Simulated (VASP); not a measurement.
A run of VASP 6.6.1 is set up as follows.

File INCAR:

```
SYSTEM = Mo
PREC = Accurate
ENCUT = 520
EDIFF = 1E-6
ISMEAR = -1
SIGMA = 0.1
LREAL = .FALSE.
LASPH = .TRUE.
NELM = 100
ALGO = Normal
ISIF = 2
LWAVE = .FALSE.
LCHARG = .TRUE.
GGA = PS
LELF = .TRUE.
LVHAR = .TRUE.
NBANDS = 13
```

File KPOINTS:

```
regular mesh
0
G
  14 14 13
  0 0 0
```

The input POSCAR:

```
Mo
1.0
    2.7355104000     -0.0136775520      0.0000000000
   -1.3796003075      2.3758602760      0.0000000000
    0.0000000000      0.0000000000      2.5551807000
Mo
1
Direct
    0.0000000000      0.0000000000      0.5000000000
```

Potentials or basis: VASP PAW PBE potentials, release 64 (Mo_sv).

Command:

```sh
$ cat potpaw_PBE.64/Mo_sv/POTCAR > POTCAR
$ mpirun -np 1 vasp_std > vasp.out
```

**Question.** Estimate the band gap on the k mesh.

**Answer.** Zero (bands 7 and 8 overlap by 1.78 eV).

**Question.** Estimate the pressure.

**Answer.** -3.0 GPa.

Stress tensor (GPa, compression positive):
```
-0.82 -0.47  0.00
-0.47 -0.78  0.00
 0.00  0.00 -7.32
```

Caveat: the stress differs along the axes, from -7 to -1 GPa; the PAW data sets were made with another functional, which shifts forces and pressure a little.
